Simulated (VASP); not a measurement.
# Rh: single point with PBEsol

The system is Rh.

```
Rh
1.0
     0.00000    1.88953    1.88953
     1.88953    0.00000    1.88953
     1.88953    1.88953    0.00000
Rh
1
Direct
  0.00000 0.00000 0.00000
```

```json
{"Program": "VASP 6.6.1", "Task": "single point", "Functional": "PBEsol", "Potentials or basis": "VASP PAW PBE potentials, release 64 (Rh_pv)", "Cutoff": "520 eV", "k mesh": "12 × 12 × 12", "Occupations": "gaussian, width 0.1 eV", "Spin": "no spin polarisation"}
```

```
Pressure : -0.1 GPa
```

Levels at points of the mesh, in eV from the Fermi level:
| k point | band 4 | band 5 | band 6 | band 7 | band 8 | band 9 | band 10 | band 11 |
| --- | --- | --- | --- | --- | --- | --- | --- | --- |
| (0.00, 0.00, 0.00) | -8.21 | -3.22 | -3.22 | -3.22 | -1.05 | -1.05 | 15.90 | 20.25 |
| (0.50, 0.00, 0.00) | -6.35 | -3.29 | -3.29 | 0.56 | 0.56 | 0.61 | 8.76 | 15.41 |
| (0.50, 0.50, 0.00) | -6.55 | -6.18 | 0.54 | 0.99 | 0.99 | 3.18 | 12.44 | 13.32 |

Run time: 18 s on 1 thread of Intel Xeon 8259CL (shared host), peak memory 0.13 GiB.

Caveat: the PAW data sets were made with another functional, which shifts forces and pressure a little.
